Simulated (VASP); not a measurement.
# CdS (Imm2) in VASP: single point with r2SCAN

Aim: the single point of CdS with r2SCAN.

All numbers are computed with VASP 6.6.1; they aren't measurements. Logs are shortened: lines on timing, memory, paths and dates and some standing lists are left out, and cuts for length are marked.

## Step 1: The cell of the first run

It takes space group Imm2 (No. 44, orthorhombic). Conventional cell: a = 4.115 Å, b = 4.115 Å, c = 5.820 Å, α = 90.00°, β = 90.00°, γ = 90.00°. Cd (site symmetry mm2) has 4 S at 2.45 to 2.59 Å within 3.2 Å. Within 3.2 Å of S (site symmetry mm2) lie 4 Cd at 2.45 to 2.59 Å.

## Step 2: Single point, r2SCAN (all Cd atoms moved +0.125 Å, as atom 1 along Cartesian [0 1 0])

POSCAR

```
CdS
1.0
    0.0000000000      2.9100000000      2.9100000000
    2.9100000000      0.0000000000      2.9100000000
    2.9100000000      2.9100000000      0.0000000000
Cd S
1 1
Direct
    0.0214776632     -0.0214776632      0.0214776632
    0.7500000000      0.7500000000      0.7500000000
```

INCAR.step1

```
SYSTEM = CdS
PREC = Accurate ; ENCUT = 520
ISMEAR = 0 ; SIGMA = 0.05
LREAL = .FALSE. ; LASPH = .TRUE.
NELM = 100 ; NBANDS = 16
GGA = PE ; ALGO = Normal
EDIFF = 1E-4 ; LWAVE = .TRUE.
LCHARG = .FALSE.
```

INCAR.step2

```
SYSTEM = CdS
PREC = Accurate ; ENCUT = 520
EDIFF = 1E-6 ; ISMEAR = 0
SIGMA = 0.05 ; LREAL = .FALSE.
LASPH = .TRUE. ; NELM = 100
ALGO = Normal ; ISIF = 2
LWAVE = .FALSE. ; LCHARG = .FALSE.
METAGGA = R2SCAN ; LMIXTAU = .TRUE.
NBANDS = 16 ; ISTART = 1
```

KPOINTS

```
regular mesh
0
G
  8 8 8
  0 0 0
```

Potentials or basis: VASP PAW PBE potentials, release 64 (Cd, S).

The run is started by

```console
cat potpaw_PBE.64/Cd/POTCAR potpaw_PBE.64/S/POTCAR > POTCAR
cp INCAR.step1 INCAR
mpirun -np 1 vasp_std > vasp.out
cp INCAR.step2 INCAR
mpirun -np 1 vasp_std > vasp.out
```

OUTCAR:

```text
SYSTEM = CdS
   PREC = Accurate
   ENCUT = 520
   EDIFF = 1E-6
   ISMEAR = 0
   LREAL = .FALSE.
   LASPH = .TRUE.
   NELM = 100
   ISIF = 2
   METAGGA = R2SCAN
   ISTART = 1

 ion  position               nearest neighbor table
   1  0.021  0.979  0.021-   2 2.45   2 2.45   2 2.59   2 2.59
   2  0.750  0.750  0.750-   1 2.45   1 2.45   1 2.59   1 2.59

  LATTYP: Found a face centered cubic cell.
 ALAT       =     5.8200000000

  Lattice vectors:

 A1 = (   0.0000000000,   2.9100000000,   2.9100000000)
 A2 = (   2.9100000000,   0.0000000000,   2.9100000000)
 A3 = (   2.9100000000,   2.9100000000,   0.0000000000)

Analysis of symmetry for initial positions (statically):
=====================================================================
 Subroutine PRICEL returns:
 Original cell was already a primitive cell.

 Routine SETGRP: Setting up the symmetry group for a
 face centered cubic supercell.

 Subroutine GETGRP returns: Found  4 space group operations
 (whereof  4 operations were pure point group operations)
 out of a pool of 48 trial point group operations.

The static configuration has the point symmetry C_2v.

Analysis of symmetry for dynamics (positions and initial velocities):
=====================================================================
 Subroutine PRICEL returns:
 Original cell was already a primitive cell.

 Routine SETGRP: Setting up the symmetry group for a
 face centered cubic supercell.

 Subroutine GETGRP returns: Found  4 space group operations
 (whereof  4 operations were pure point group operations)
 out of a pool of 48 trial point group operations.

The dynamic configuration has the point symmetry C_2v.

 Subroutine INISYM returns: Found  4 space group operations
 (whereof  4 operations are pure point group operations),
 and found     1 'primitive' translations

----------------------------------------------------------------------------------------

                                     Primitive cell

  volume of cell :      49.2843

  direct lattice vectors                    reciprocal lattice vectors
     0.000000000  2.910000000  2.910000000    -0.171821306  0.171821306  0.171821306
     2.910000000  0.000000000  2.910000000     0.171821306 -0.171821306  0.171821306
     2.910000000  2.910000000  0.000000000     0.171821306  0.171821306 -0.171821306

  length of vectors
     4.115361467  4.115361467  4.115361467     0.297603232  0.297603232  0.297603232

  position of ions in fractional coordinates (direct lattice)
     0.021477663  0.978522337  0.021477663
     0.750000000  0.750000000  0.750000000
[... 73 lines left out ...]
   LSORBIT =      F    spin-orbit coupling
   LASPH  =      T    aspherical Exc in radial PAW
   ENCUT  =  520.0 eV  38.22 Ry    6.18 a.u.   7.65  7.65  7.65*2*pi/ulx,y,z
   NELM   =    100;   NELMIN=  2; NELMDL=  0     # of ELM steps
   EDIFF  = 0.1E-05   stopping-criterion for ELM
   LREAL  =      F    real-space projection
   EDIFFG = 0.1E-04   stopping-criterion for IOM
   NSW    =      0    number of steps for IOM
   IBRION =     -1    ionic relax: 0-MD 1-quasi-New 2-CG
   NFREE  =      0    steps in history (QN), initial steepest desc. (CG)
   ISIF   =      2    stress and relaxation
   ISYM   =      2    0-nonsym 1-usesym 2-fastsym
   POTIM  = 0.5000    time-step for ionic-motion
   TEBEG  =    0.0;   TEEND  =   0.0 temperature during run
   PSTRESS=    0.0 pullay stress
   NELECT =      18.0000    total number of electrons
   NUPDOWN=      -1.0000    fix difference up-down
   EMIN   =  10.00;   EMAX   =-10.00  energy-range for DOS
   EFERMI =   0.00;   METHOD = LEGACY
   ISMEAR =     0;   SIGMA  =   0.05  broadening in eV -4-tet -1-fermi 0-gaus
   EFERMI_NEDOS =   21; number of points for ismear=-14 and -15
   IALGO  =     38    algorithm
   IMIX   =      4    mixing-type and parameters
     AMIX     =   0.40;   BMIX     =  1.00
     AMIX_MAG =   1.60;   BMIX_MAG =  1.00
  volume/ion in A,a.u.               =      24.64       166.29
  Fermi-wavevector in a.u.,A,eV,Ry     =   1.170207  2.211371 18.631605  1.369384
  Thomas-Fermi vector in A             =   2.306669
   LORBIT       =      0    0 simple, 1 ext, 2 COOP (PROOUT), +10 PAW based schemes
   METAGGA = R2SCAN    functional components
   LHFCALC =     F    Hartree Fock is set to
   AEXX    =    0.0000 exact exchange contribution
   IVDW    =     0    specifies the selected vdW correction
   LEPSILON=     F    determine dielectric tensor
   LRPA    =     F    only Hartree local field effects (RPA)
 non-spin polarized calculation
 Gauss-broadening in eV      SIGMA  =   0.05
  energy-cutoff  :      520.00
  volume of cell :       49.28
 maximum number of plane-waves:      1363
   NGX = 15   NGY = 15   NGZ = 15

 number of electron      17.9999997 magnetization

 Free energy of the ion-electron system (eV)
  ---------------------------------------------------
  ext. energy  EPLUGINS =         0.00000000
  ---------------------------------------------------
  free energy    TOTEN  =       -29.63181227 eV

  energy without entropy =      -29.63181227  energy(sigma->0) =      -29.63181227

 E-fermi :   1.3330     XC(G=0):  -9.7664

 val. band max:        1.1260270716   @ k =   0.0000   0.0000   0.0000
 cond. band min:       2.7343607569   @ k =   0.0000   0.0000   0.0000
 fundamental gap:      1.6083336853
 Fermi energy:         1.3329914003

 k-point     1 :       0.0000    0.0000    0.0000
  band No.  band energies     occupation
      1     -11.8337      2.00000
      2      -6.9959      2.00000
      3      -6.8959      2.00000
      4      -6.8117      2.00000
      5      -6.3805      2.00000
      6      -6.3759      2.00000
[... 433 lines left out ...]
      3      -6.6927      2.00000
      4      -6.3848      2.00000
      5      -6.3599      2.00000
      6      -6.0740      2.00000
[... 8 lines left out ...]
     15      13.3641      0.00000
     16      14.5963      0.00000

 [... further k-points ...]
[... 5 lines left out ...]
  --------------------------------------------------------------------------------------
  -------------------------------------------------------------------------------------
  Total        0.8781201      0.7065575      0.8781201      0.0000000      0.0000000     -0.9592183
  in kB       28.5466743     22.9693721     28.5466743      0.0000000      0.0000000    -31.1830834
  external PRESSURE =      26.6875736 kB  Pullay stress =       0.0000000 kB

 VOLUME and BASIS-vectors are now :
 -----------------------------------------------------------------------------
  energy-cutoff  :      520.00
  volume of cell :       49.28
      direct lattice vectors                 reciprocal lattice vectors
     0.000000000  2.910000000  2.910000000    -0.171821306  0.171821306  0.171821306
     2.910000000  0.000000000  2.910000000     0.171821306 -0.171821306  0.171821306
     2.910000000  2.910000000  0.000000000     0.171821306  0.171821306 -0.171821306

 POSITION                                       TOTAL-FORCE (eV/Angst)
 -----------------------------------------------------------------------------------
      2.91000      0.12500      2.91000         0.000000     -0.671526      0.000000
      4.36500      4.36500      4.36500        -0.000000      0.671526     -0.000000
 -----------------------------------------------------------------------------------
    total drift:                                0.000005      0.000126      0.000005

  FREE ENERGIE OF THE ION-ELECTRON SYSTEM (eV)
  ---------------------------------------------------
  free  energy   TOTEN  =       -29.6318122663 eV

  energy  without entropy=      -29.6318122663  energy(sigma->0) =      -29.63181227
```

OUTCAR.step1:

```text
SYSTEM = CdS
   PREC = Accurate
   ENCUT = 520
   ISMEAR = 0
   LREAL = .FALSE.
   LASPH = .TRUE.
[... 677 lines left out ...]
      2.91000      0.12500      2.91000         0.000000     -0.663673      0.000000
      4.36500      4.36500      4.36500         0.000000      0.663673      0.000000
 -----------------------------------------------------------------------------------
    total drift:                                0.000001     -0.000256      0.000001

  FREE ENERGIE OF THE ION-ELECTRON SYSTEM (eV)
  ---------------------------------------------------
  free  energy   TOTEN  =        -6.0723897984 eV

  energy  without entropy=       -6.0723897984  energy(sigma->0) =       -6.07238980
```

Wall time 1.8 min (1 thread of Intel Xeon Platinum 8559C (Emerald Rapids), shared host); peak memory 0.23 GiB.

Results:

* Free energy: -29.6318 eV
* Pressure: 2.7 GPa
* Largest force: 0.672 eV/Å
* Band gap on the k mesh: 1.61 eV, direct

Forces in eV/Å, atoms in the order of the input:
```
Cd   0.000 -0.672  0.000
S    0.000  0.672  0.000
```

Caveat: the cell differs from its parent crystal (all Cd atoms moved +0.125 Å, as atom 1 along Cartesian [0 1 0]); the PAW data sets were made with another functional, which shifts forces and pressure a little.
